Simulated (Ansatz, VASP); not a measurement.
# One calculation of Hf, two programs

The input INCAR:

```
ALGO = Normal ; EDIFF = 1E-7
ENCUT = 520 ; ISIF = 2
ISMEAR = 1 ; LASPH = T
LCHARG = F ; LREAL = F
LWAVE = F ; NBANDS = 17
NELM = 100 ; PREC = Accurate
SIGMA = 0.1
```

File KPOINTS:

```
k-points
0
Gamma
  12 12 7
```

The input POSCAR:

```
Hf
1.0
    3.1183974891      0.0000000000      0.0000000000
   -1.5591987445      2.7006114446      0.0000000000
    0.0000000000      0.0000000000      4.9475473504
Hf
2
Direct
    0.3333333333      0.6666666667      0.2500000000
    0.6666666667      0.3333333333      0.7500000000
```

Input for Ansatz:

```yaml
crystal:
  lattice:
    - [3.1183974891, 0.0, 0.0]
    - [-1.5591987445, 2.7006114446, 0.0]
    - [0.0, 0.0, 4.9475473504]
  atoms:
    - { symbol: Hf, position: [0.3333333333, 0.6666666667, 0.25] }
    - { symbol: Hf, position: [0.6666666667, 0.3333333333, 0.75] }
hamiltonian:
  xc: lda
  pseudopotentials:
    kind: paw
    azcp:
      Hf: "pseudopotentials/Hf.paw.azcp"
basis:
  ecutwfc: 420
  fft_grid_basis: typed
kpoints:
  mp_grid: { grid: [12, 12, 7], shift: [0, 0, 0] }
magnetization:
  spin_polarized: false
scf:
  occupations: { method: cold, width: 0.1 }
  lower_state_search: "off"
output:
  stress: true
  write_density: true
  write_potential: true
  elf: true
  volumetric_format: npy
```

Alike in both runs: task single point; functional LDA; k mesh 12 × 12 × 7; no spin polarisation.

```csv
,VASP,Ansatz
version,VASP 6.6.1,Ansatz 0.2.0
potentials or method,"VASP PAW LDA potentials, release 64 (Hf_pv), cutoff 520 eV","plane waves (420 eV) with PAW, scalar-relativistic"
occupations,"methfessel-paxton of order 1, width 0.1 eV","cold, width 0.1 eV"
valence electrons in the cell,20,52
```

|  | VASP | Ansatz | Ansatz less VASP |
| --- | --- | --- | --- |
| pressure (GPa) | 0.1 | 0.0 | -0.11 |
| traceless stress, the component that is largest in VASP (GPa) | -0.24 | -0.15 | +0.084 |

Ansatz warns that its potentials were made for another functional, while VASP's fit it. LDA's correlation is that of Perdew and Zunger in VASP and of Perdew and Wang (1992) in Ansatz. VASP's potentials hold 20 valence electrons a cell and Ansatz's 52, so a difference there can come from the potentials and not from the codes.

Spin-orbit coupling is off throughout.
